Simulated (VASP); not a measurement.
# ZnS: single point with r2SCAN

Crystal: ZnS.

```
CELL_PARAMETERS angstrom
-3.81100 0.00000 0.00000
-1.90550 -3.30042 0.00000
-5.24031 -3.02550 12.46800
ATOMIC_POSITIONS crystal
Zn 0.73404 0.73404 0.65375
Zn 0.19239 0.19239 0.15375
Zn 0.83820 0.83820 0.90375
Zn 0.29655 0.29655 0.40375
S 0.55758 0.55758 0.84625
S 0.01593 0.01593 0.34625
S 0.57843 0.57843 0.09625
S 0.12008 0.12008 0.59625
```

This cell differs from its parent crystal: the part above a cut slid along it.

```yaml
Program: VASP 6.6.1
Task: single point
Functional: r2SCAN
Potentials_or_basis: VASP PAW PBE potentials, release 64 (Zn, S)
Cutoff: 520 eV
k_mesh: 7 × 7 × 2
Occupations: gaussian, width 0.05 eV
Spin: no spin polarisation
```

| Property | Result |
| --- | --- |
| Pressure | 0.0 GPa |
| Largest force | 0.616 eV/Å |
| Band gap on the k mesh | 2.66 eV |

Forces in eV/Å, atoms in the order of the input:
```
Zn   0.015  0.009  0.288
Zn   0.055  0.032  0.328
Zn   0.175  0.101  0.401
Zn  -0.015 -0.008  0.295
S    0.176  0.102 -0.315
S   -0.025 -0.014 -0.284
S   -0.388 -0.224 -0.422
S    0.006  0.003 -0.291
```

Stress tensor (GPa, compression positive):
```
 0.74  0.22 -1.21
 0.22  0.49 -0.70
-1.21 -0.70 -1.11
```

Levels at points of the mesh, in eV from the valence-band top:
```csv
k point,band 34,band 35,band 36,band 37,band 38,band 39
"(0.00, 0.00, 0.00)",-0.19,-0.14,0.00,2.66,3.43,3.89
"(0.00, 0.00, 0.50)",-0.29,-0.23,-0.22,3.42,3.56,3.58
```

Run time: 8.4 min on 1 thread of AMD EPYC 9R45 96-Core Processor (Zen 5), on a shared host, peak memory 0.38 GiB.

Caveat: the cell differs from its parent crystal (the part above a cut slid along it); the PAW data sets were made with another functional, which shifts forces and pressure a little.
